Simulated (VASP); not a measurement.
# WBr2Cl2 (Cmmm) in VASP: further runs

The runs below take WBr2Cl2 through single point, relaxation of cell and atoms, with PBE+D3(BJ).

Program: VASP 6.6.1. These are calculated values, not measurements. Logs are shortened: lines on timing, memory, paths and dates and some standing lists are left out, and cuts for length are marked.

## 1. The cell of the first run

It takes space group Cmmm (No. 65, orthorhombic). The conventional cell has a = 4.009 Å, b = 17.733 Å, c = 4.176 Å, α = 90.00°, β = 90.00°, γ = 90.00°. Within 2.7 Å of W (site symmetry mmm) lie 4 Cl at 2.00 to 2.09 Å. Within 3.8 Å of Br (site symmetry m2m) lie 1 W at 2.86 Å and 4 Cl at 3.49 to 3.54 Å and 2 Br at 3.73 Å. Within 2.9 Å of Cl (site symmetry mmm) lie 2 W at 2.09 Å and 4 Cl at 2.89 Å. Cl (site symmetry mmm) has 2 W at 2.00 Å within 2.7 Å.

## 2. Single point, PBE+D3(BJ), collinear spin, zero start

File INCAR:

```
PREC     = Accurate       # precision mode
ENCUT    = 520            # plane-wave cutoff, eV
EDIFF    = 1E-6           # SCF threshold, eV
ISMEAR   = 0              # smearing method
SIGMA    = 0.1            # smearing width, eV
LREAL    = False          # projectors in reciprocal space
LASPH    = True           # aspherical terms in the spheres
NELM     = 150            # most SCF steps
ALGO     = Normal         # electronic algorithm
ISIF     = 2              # what is computed and relaxed
LWAVE    = False          # write WAVECAR
LCHARG   = False          # write CHGCAR
ISPIN    = 2              # spin polarisation
MAGMOM   = 0 0 0 0 0      # initial moments
LORBIT   = 11             # projections on sites
LMAXMIX  = 4              # l up to which the mixer works
GGA      = PE             # functional
IVDW     = 12             # dispersion correction
NBANDS   = 33             # bands
```

File KPOINTS:

```
Automatic mesh
0
Gamma
  4 4 4
```

File POSCAR:

```
WBr2Cl2
1.0
    2.0044338000     -8.8664125200      0.0000000000
    2.0044338000      8.8664125200      0.0000000000
    0.0000000000      0.0000000000      4.1762424100
W Br Cl
1 2 2
Direct
    0.0000000000      0.0000000000      0.0000000000
    0.1611816600      0.8388183400      0.0000000000
    0.8388183400      0.1611816600      0.0000000000
    0.0000000000      0.0000000000      0.5000000000
    0.5000000000      0.5000000000      0.0000000000
```

Potentials or basis: VASP PAW PBE potentials, release 64 (W_sv, Br, Cl).

Command:

```sh
cat potpaw_PBE.64/W_sv/POTCAR potpaw_PBE.64/Br/POTCAR potpaw_PBE.64/Cl/POTCAR > POTCAR
mpirun -np 1 vasp_std > vasp.out
```

OUTCAR:

```text
PREC = Accurate
   ENCUT = 520
   EDIFF = 1E-6
   ISMEAR = 0
   LREAL = False
   LASPH = True
   NELM = 150
   ISIF = 2
   ISPIN = 2
   LORBIT = 11
   GGA = PE
   IVDW = 12
 IVDW          = 12

 ion  position               nearest neighbor table
   1  0.000  0.000  0.000-   5 2.00   5 2.00   4 2.09   4 2.09   2 2.86   3 2.86
   2  0.161  0.839  0.000-   1 2.86
   3  0.839  0.161  0.000-   1 2.86
   4  0.000  0.000  0.500-   1 2.09   1 2.09
   5  0.500  0.500  0.000-   1 2.00   1 2.00

  LATTYP: Found a base centered orthorhombic cell.
 ALAT       =     4.0088676000
 B/A-ratio  =     4.4234000245
 C/A-ratio  =     1.0417511444

  Lattice vectors:

 A1 = (   2.0044338000,  -8.8664125200,   0.0000000000)
 A2 = (   2.0044338000,   8.8664125200,   0.0000000000)
 A3 = (   0.0000000000,   0.0000000000,   4.1762424100)

Analysis of symmetry for initial positions (statically):
=====================================================================
 Subroutine PRICEL returns:
 Original cell was already a primitive cell.

 Routine SETGRP: Setting up the symmetry group for a
 base centered orthorhombic supercell.

 Subroutine GETGRP returns: Found  8 space group operations
 (whereof  8 operations were pure point group operations)
 out of a pool of  8 trial point group operations.

The static configuration has the point symmetry D_2h.

Analysis of symmetry for dynamics (positions and initial velocities):
=====================================================================
 Subroutine PRICEL returns:
 Original cell was already a primitive cell.

 Routine SETGRP: Setting up the symmetry group for a
 base centered orthorhombic supercell.

 Subroutine GETGRP returns: Found  8 space group operations
 (whereof  8 operations were pure point group operations)
 out of a pool of  8 trial point group operations.

The dynamic configuration has the point symmetry D_2h.

Analysis of structural, dynamic, and magnetic symmetry:
=====================================================================
 Subroutine PRICEL returns:
 Original cell was already a primitive cell.

 Routine SETGRP: Setting up the symmetry group for a
 base centered orthorhombic supercell.

 Subroutine GETGRP returns: Found  8 space group operations
 (whereof  8 operations were pure point group operations)
 out of a pool of  8 trial point group operations.

The overall configuration has the point symmetry D_2h.

 Subroutine INISYM returns: Found  8 space group operations
 (whereof  8 operations are pure point group operations),
 and found     1 'primitive' translations

[... 132 lines left out ...]
 NGX is ok and might be reduce to    70
   NGX = 33   NGY = 33   NGZ = 15

 number of electron      42.0000000 magnetization       0.0000000

 number of electron      42.0000002 magnetization      -0.0000558

 Free energy of the ion-electron system (eV)
  ---------------------------------------------------
  ext. energy  EPLUGINS =         0.00000000
  ---------------------------------------------------
  free energy    TOTEN  =       -16.85163619 eV

  energy without entropy =      -16.82585327  energy(sigma->0) =      -16.83874473

 E-fermi :   1.3304     XC(G=0):  -7.9856

 val. band max:        1.2991706575   @ k =   0.5000   0.5000   0.0000
 cond. band min:       1.3348509526   @ k =   0.5000   0.5000   0.2500
 fundamental gap:      0.0356802951
 Fermi energy:         1.3303745250

 spin component 1

 k-point     1 :       0.0000    0.0000    0.0000
  band No.  band energies     occupation
      1     -73.7227      1.00000
      2     -38.6322      1.00000
      3     -38.3981      1.00000
      4     -37.8220      1.00000
      5     -18.3494      1.00000
      6     -17.0800      1.00000
[... 745 lines left out ...]
     32      10.3032      0.00000
     33      10.4494      0.00000
 Fermi energy:         1.3303745250

 spin component 2

 k-point     1 :       0.0000    0.0000    0.0000
  band No.  band energies     occupation
      1     -73.7227      1.00000
      2     -38.6322      1.00000
      3     -38.3981      1.00000
      4     -37.8220      1.00000
      5     -18.3494      1.00000
      6     -17.0800      1.00000
[... 745 lines left out ...]
     32      10.3067      0.00000
     33      10.4521      0.00000

------------------------ aborting loop because EDIFF is reached ----------------------------------------

 Edisp (eV)   -1.26914

 E8    (eV) :    -0.5251

  FORCE on cell =-STRESS in cart. coord.  units (eV):
  Direction    XX          YY          ZZ          XY          YZ          ZX
  --------------------------------------------------------------------------------------
  -------------------------------------------------------------------------------------
  Total      37.66390   -10.57978    24.89610     0.00000     0.00000     0.00000
  in kB     406.51869  -114.19101   268.71173     0.00000     0.00000     0.00000
  external pressure =      187.01 kB  Pullay stress =        0.00 kB

 VOLUME and BASIS-vectors are now :
 -----------------------------------------------------------------------------
  energy-cutoff  :      520.00
  volume of cell :      148.44
      direct lattice vectors                 reciprocal lattice vectors
     2.004433800 -8.866412520  0.000000000     0.249447001 -0.056392594  0.000000000
     2.004433800  8.866412520  0.000000000     0.249447001  0.056392594  0.000000000
     0.000000000  0.000000000  4.176242410     0.000000000  0.000000000  0.239449702

 POSITION                                       TOTAL-FORCE (eV/Angst)
 -----------------------------------------------------------------------------------
      0.00000      0.00000      0.00000         0.000000      0.000000     -0.000000
      2.00443      6.00821      0.00000         0.000000      1.673536      0.000000
      2.00443     -6.00821      0.00000         0.000000     -1.673536     -0.000000
      0.00000      0.00000      2.08812         0.000000     -0.000000     -0.000000
      2.00443      0.00000      0.00000        -0.000000      0.000000     -0.000000
 -----------------------------------------------------------------------------------
    total drift:                               -0.000000      0.000000     -0.000000

  FREE ENERGIE OF THE ION-ELECTRON SYSTEM (eV)
  ---------------------------------------------------
  free  energy   TOTEN  =       -18.1207755410 eV

  energy  without entropy=      -18.0949926224  energy(sigma->0) =      -18.10788408

 total charge

# of ion       s       p       d       tot
------------------------------------------
    1        2.365   6.482   3.764  12.611
    2        1.621   3.144   0.009   4.774
    3        1.621   3.144   0.009   4.774
    4        1.611   3.667   0.000   5.278
    5        1.624   3.710   0.000   5.335
--------------------------------------------------
tot          8.841  20.148   3.782  32.771

 magnetization (x)

# of ion       s       p       d       tot
------------------------------------------
    1       -0.000  -0.000  -0.000  -0.000
    2        0.000  -0.000  -0.000  -0.000
    3        0.000  -0.000  -0.000  -0.000
    4       -0.000  -0.000   0.000  -0.000
    5       -0.000  -0.000   0.000  -0.000
--------------------------------------------------
tot         -0.000  -0.000  -0.000  -0.000
```

It took 4.8 min on 1 thread of Intel Xeon Platinum 8488C (Sapphire Rapids), shared host; peak memory 0.58 GiB.

What came out:

| Item | Value |
| --- | --- |
| Free energy | -18.1208 eV |
| Pressure | 18.7 GPa |
| Largest force | 1.674 eV/Å |
| Band gap on the k mesh | zero (filled and empty bands overlap) |
| Net moment | 0.00 μB per cell |
| Valence electrons inside the program's atomic spheres | W 12.61; Br 4.77; Cl 5.28, 5.33 |
| Dispersion energy per atom | -0.254 eV |

Forces on the atoms (eV/Å):
```
W    0.000  0.000  0.000
Br   0.000  1.674  0.000
Br   0.000 -1.674  0.000
Cl   0.000  0.000  0.000
Cl   0.000  0.000  0.000
```

Caveat: the k points lie up to 0.40 Å⁻¹ apart, too coarse for converged energies and pressures of a metal; spin-orbit coupling is left out, which moves the levels of the heavy elements; forces of over 1 eV/Å act on the atoms, so gaps and moduli don't describe the material at rest.

## 3. Relaxation of cell and atoms, PBE+D3(BJ)

File INCAR:

```
PREC = Accurate
ENCUT = 600
EDIFF = 1E-6
ISMEAR = 0
SIGMA = 0.1
LREAL = False
LASPH = True
NELM = 60
ALGO = Normal
ISIF = 3
LWAVE = False
LCHARG = False
GGA = PE
IVDW = 12
IBRION = 2
NSW = 90
EDIFFG = -0.04
```

KPOINTS is that of step 2.

POSCAR is that of step 2.

Potentials or basis: VASP PAW PBE potentials, release 64 (W_sv, Br, Cl).

Command:

```sh
cat potpaw_PBE.64/W_sv/POTCAR potpaw_PBE.64/Br/POTCAR potpaw_PBE.64/Cl/POTCAR > POTCAR
mpirun -np 1 vasp_std > vasp.out
```

OUTCAR:

```text
PREC = Accurate
   ENCUT = 600
   EDIFF = 1E-6
   ISMEAR = 0
   LREAL = False
   LASPH = True
   NELM = 60
   ISIF = 3
   GGA = PE
   IVDW = 12
   IBRION = 2
   NSW = 90
   EDIFFG = -0.04
 IVDW          = 12

 ion  position               nearest neighbor table
   1  0.000  0.000  0.000-   5 2.00   5 2.00   4 2.09   4 2.09   2 2.86   3 2.86
   2  0.161  0.839  0.000-   1 2.86
   3  0.839  0.161  0.000-   1 2.86
   4  0.000  0.000  0.500-   1 2.09   1 2.09
   5  0.500  0.500  0.000-   1 2.00   1 2.00

  LATTYP: Found a base centered orthorhombic cell.
 ALAT       =     4.0088676000
 B/A-ratio  =     4.4234000245
 C/A-ratio  =     1.0417511444

  Lattice vectors:

 A1 = (   2.0044338000,  -8.8664125200,   0.0000000000)
 A2 = (   2.0044338000,   8.8664125200,   0.0000000000)
[... 898 lines left out ...]
  free  energy   TOTEN  =       -22.3661981517 eV

  energy  without entropy=      -22.3433841554  energy(sigma->0) =      -22.35479115

[... ionic steps 4 to 16 ...]

--------------------------------------- Ionic step       17  -------------------------------------------

 number of electron      41.9999997 magnetization

------------------------ aborting loop because EDIFF is reached ----------------------------------------
[... 81 lines left out ...]
--------------------------------------- Ionic step       19  -------------------------------------------

 number of electron      41.9999996 magnetization

 Free energy of the ion-electron system (eV)
  ---------------------------------------------------
  ext. energy  EPLUGINS =         0.00000000
  ---------------------------------------------------
  free energy    TOTEN  =       -21.73301070 eV

  energy without entropy =      -21.70911406  energy(sigma->0) =      -21.72106238

 E-fermi :   1.0172     XC(G=0):  -7.3698

 val. band max:        0.9885712494   @ k =   0.2500   0.0000   0.0000
 cond. band min:       1.0299840009   @ k =   0.0000   0.0000   0.0000
 fundamental gap:      0.0414127515
 Fermi energy:         1.0172108594

 k-point     1 :       0.0000    0.0000    0.0000
  band No.  band energies     occupation
      1     -74.5865      2.00000
      2     -38.7931      2.00000
      3     -38.7743      2.00000
      4     -38.7471      2.00000
      5     -16.2306      2.00000
      6     -15.5588      2.00000
[... 613 lines left out ...]
  FREE ENERGIE OF THE ION-ELECTRON SYSTEM (eV)
  ---------------------------------------------------
  free  energy   TOTEN  =       -22.7648599441 eV

  energy  without entropy=      -22.7409633094  energy(sigma->0) =      -22.75291163

 reached required accuracy - stopping structural energy minimisation
```

OSZICAR:

```text
N       E                     dE             d eps       ncg     rms          rms(c)
DAV:   1     0.404835886796E+03    0.40484E+03   -0.21113E+04  1130   0.169E+03
[... 194 lines left out ...]
DAV:   1    -0.217341224562E+02    0.62345E-03   -0.27192E-02  1065   0.130E+00    0.280E-01
DAV:   2    -0.217332663594E+02    0.85610E-03   -0.33334E-03  1065   0.395E-01    0.976E-02
DAV:   3    -0.217330582314E+02    0.20813E-03   -0.86533E-04  1060   0.135E-01    0.479E-02
DAV:   4    -0.217330059099E+02    0.52321E-04   -0.20169E-04  1102   0.955E-02    0.300E-02
DAV:   5    -0.217330079741E+02   -0.20642E-05   -0.89641E-06  1273   0.208E-02    0.201E-02
DAV:   6    -0.217330105889E+02   -0.26148E-05   -0.30974E-06   992   0.109E-02    0.213E-03
DAV:   7    -0.217330106965E+02   -0.10759E-06   -0.52089E-07   528   0.486E-03
  19 F= -.22764860E+02 E0= -.22752912E+02  d E =-.263100E-03
```

It took 33 min on 1 thread of Intel Xeon Platinum 8488C (Sapphire Rapids), shared host; peak memory 0.62 GiB.

What came out:

```
Free energy                           : -22.7649 eV
Relaxed volume                        : 34.26 Å³/atom
Relaxed cell                          : a = 7.964 Å, b = 7.964 Å, c = 4.738 Å, α = 90.00°, β = 90.00°, γ = 145.26°
Space group after relaxing (to 0.1 Å) : Cmmm (No. 65)
Energy gained by relaxing             : 928.6 meV/atom
Ionic steps                           : 19
Pressure after relaxing               : -0.1 GPa
Largest force after relaxing          : 0.011 eV/Å
Band gap on the k mesh                : zero (bands 21 and 22 overlap by 1.12 eV)
Dispersion energy per atom            : -0.206 eV
```

Forces in eV/Å, atoms in the order of the input:
```
W    0.000  0.000  0.000
Br   0.000  0.011  0.000
Br   0.000 -0.011  0.000
Cl   0.000  0.000  0.000
Cl   0.000  0.000  0.000
```

Stress tensor (GPa, compression positive):
```
-0.01  0.00  0.00
 0.00 -0.02  0.00
 0.00  0.00 -0.13
```

Step by step:
```
step  energy change (eV)  largest force (eV/Å)  pressure (GPa)  volume (Å³)
   1              0.0000                1.6738           18.72       148.44
   2             -3.4886                1.1134           -5.18       225.49
   3             -4.2443                1.6253           -3.62       189.59
   4             -4.4713                1.7313            2.84       172.85
   5             -4.6285                0.0407           -0.29       178.77
   6             -4.6287                0.0903           -0.20       178.56
   7             -4.6324                0.0736           -0.07       177.66
   8             -4.6329                0.0654           -0.01       177.21
   9             -4.6336                0.0668           -0.03       177.04
  10             -4.6355                0.0692           -0.06       176.51
  11             -4.6382                0.0751           -0.11       175.44
  12             -4.6386                0.0893           -0.18       173.28
  13             -4.6393                0.0865           -0.15       174.23
  14             -4.6397                0.0784           -0.15       174.06
  15             -4.6408                0.0529           -0.15       173.54
  16             -4.6422                0.0029           -0.15       172.51
  17             -4.6420                0.0973           -0.15       170.46
  18             -4.6427                0.0411           -0.15       171.60
  19             -4.6429                0.0113           -0.05       171.28
```

Final structure:
```yaml
crystal:
  lattice:
    - [2.37777, -7.60100, 0.00000]
    - [2.37777, 7.60100, 0.00000]
    - [0.00000, 0.00000, 4.73847]
  atoms:
    - { symbol: W, position: [0.00000, 0.00000, 0.00000] }
    - { symbol: Br, position: [0.16253, 0.83747, 0.00000] }
    - { symbol: Br, position: [0.83747, 0.16253, 0.00000] }
    - { symbol: Cl, position: [0.00000, 0.00000, 0.50000] }
    - { symbol: Cl, position: [0.50000, 0.50000, 0.00000] }
```

Caveat: the k points lie up to 0.35 Å⁻¹ apart in the final cell, too coarse for converged energies and pressures of a metal; the volume moved by over 15 % at a fixed basis, so the end points are rough; spin-orbit coupling is left out, which moves the levels of the heavy elements.

[end of part 1 of 2]

The gap in the log of VASP goes by the Fermi energy; the results here count the filled bands.